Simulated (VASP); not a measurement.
## Ir8PbO6: single point with PBE

Crystal: Ir8PbO6.

```
Pb O Ir
1.0
     5.79794    0.07053    0.04028
    -2.83789    5.08937   -0.02948
    -0.00286   -3.42655    5.43557
Pb O Ir
1 6 8
Direct
  0.93966 0.96651 0.95907
  0.44431 0.20692 0.20539
  0.18493 0.51681 0.25648
  0.69666 0.69442 0.14708
  0.51782 0.91286 0.92263
  0.99589 0.57247 0.79775
  0.26249 0.18957 0.81460
  0.34295 0.67431 0.04167
  0.66947 0.28725 0.94853
  0.52347 0.62470 0.38783
  0.72450 0.24334 0.34954
  0.08284 0.86984 0.35358
  0.48462 0.37762 0.64464
  0.23463 0.73423 0.63133
  0.95970 0.18320 0.66957
```

```
Program                : VASP 6.6.1
Task                   : single point
Functional             : PBE
Potentials or basis    : VASP PAW PBE potentials, release 64 (Pb_d, O, Ir)
Cutoff                 : 520 eV
k mesh                 : 3 × 4 × 3
Occupations            : fermi-dirac, width 0.1 eV
Spin                   : no spin polarisation
Dipole correction      : no
Further INCAR settings : LREAL = Auto; ALGO = Fast; EDIFF = 1e-06; NBANDS = 74
```

```
Pressure               : 92.9 GPa
Largest force          : 8.902 eV/Å
Band gap on the k mesh : 0.04 eV (least direct gap 0.10 eV)
```

Forces in eV/Å, atoms in the order of the input:
```
Pb  -0.373 -0.508  1.960
O   -7.850  1.884 -3.750
O   -2.814 -1.544 -4.232
O    1.886  0.971 -1.759
O    2.393  1.272 -5.121
O   -0.645 -0.135  3.332
O    1.024 -1.380  2.061
Ir  -2.071 -2.799  4.753
Ir   1.007  1.991  0.716
Ir   5.061  0.232  6.111
Ir   6.925 -0.786  4.660
Ir  -0.534 -2.028 -2.611
Ir  -0.938  1.061  0.450
Ir   0.149  1.132 -2.926
Ir  -3.220  0.637 -3.644
```

Stress tensor (GPa, compression positive):
```
95.40 -0.78 -5.33
-0.78 87.72 -3.31
-5.33 -3.31 95.50
```

Levels at points of the mesh, in eV from the valence-band top:
| k point | band 57 | band 58 | band 59 | band 60 | band 61 | band 62 | band 63 | band 64 | band 65 | band 66 |
| --- | --- | --- | --- | --- | --- | --- | --- | --- | --- | --- |
| (0.00, 0.00, 0.00) | -0.74 | -0.60 | -0.33 | -0.26 | -0.20 | 0.07 | 0.19 | 0.35 | 0.57 | 0.86 |
| (0.00, 0.50, 0.00) | -0.94 | -0.65 | -0.44 | -0.27 | -0.01 | 0.13 | 0.27 | 0.47 | 0.50 | 0.69 |

Wall time 8.5 min on 1 thread of AMD EPYC 9R45 96-Core Processor (Zen 5) (shared host), peak memory 0.38 GiB.

Caveat: the cell stands under pressure; spin-orbit coupling is left out, which moves the levels of the heavy elements; an odd mesh through Γ misses points on the zone boundary, where band edges can lie; forces of over 1 eV/Å act on the atoms, so gaps and moduli don't describe the material at rest.
